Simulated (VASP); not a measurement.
Wanted: the native input for a VASP 6.6.1 run.

| Quantity | Value |
| --- | --- |
| Task | relaxation of cell and atoms |
| Functional | RPBE |
| Dispersion | D3(BJ) |
| Potentials or basis | VASP PAW PBE potentials, release 64 (W_sv) |
| Cutoff | 600 eV |
| k mesh | 12 × 12 × 12 |
| Occupations | fermi-dirac, width 0.05 eV |
| Spin | no spin polarisation |
| Dipole correction | no |
| Further INCAR settings | ALGO = Normal; EDIFF = 1e-06; IBRION = 2; EDIFFG = -0.01; NSW = 80; ISIF = 3 |

The structure of W lies in POSCAR:

```
W
1.0
   -1.5823450000      1.5823450000      1.5823450000
    1.5823450000     -1.5823450000      1.5823450000
    1.5823450000      1.5823450000     -1.5823450000
W
1
Direct
    0.0000000000      0.0000000000      0.0000000000
```

One way to write it, as run:

INCAR

```
SYSTEM = W
ALGO = Normal
EDIFF = 1E-6
EDIFFG = -0.01
ENCUT = 600
GGA = RP
IBRION = 2
ISIF = 3
ISMEAR = -1
IVDW = 12
LASPH = .TRUE.
LCHARG = .FALSE.
LREAL = .FALSE.
LWAVE = .FALSE.
NELM = 60
NSW = 80
PREC = Accurate
SIGMA = 0.05
```

KPOINTS

```
k-points
0
G
  12 12 12
  0 0 0
```

Potentials or basis: VASP PAW PBE potentials, release 64 (W_sv).

The run is started by

```bash
$ cat potpaw_PBE.64/W_sv/POTCAR > POTCAR
$ mpirun -np 1 vasp_std > vasp.out
```

Results of the run:

```
Relaxed volume                         : 14.11 Å³/atom
Relaxed cell                           : a = 2.637 Å, b = 2.637 Å, c = 2.637 Å, α = 109.47°, β = 109.47°, γ = 109.47°
Space group after relaxing (to 0.05 Å) : Im-3m (No. 229)
Energy gained by relaxing              : 225.2 meV/atom
Ionic steps                            : 5
Pressure after relaxing                : 0.1 GPa
Band gap on the k mesh                 : zero (band 7 reaches 19.37 eV, above the bottom of band 8 at 11.86 eV)
Dispersion energy per atom             : -5.384 eV
```

Caveat: the PAW data sets were made with another functional, which shifts forces and pressure a little; spin-orbit coupling is left out, which moves the levels of the heavy elements; the volume moved by -11 % from the deposited cell, more than functionals usually miss; pairwise dispersion overbinds metals, which lowers pressure and volume.

It took 24 s on 1 thread of AMD EPYC 9R45 (Zen 5), with other jobs on the host, peak memory 0.14 GiB.
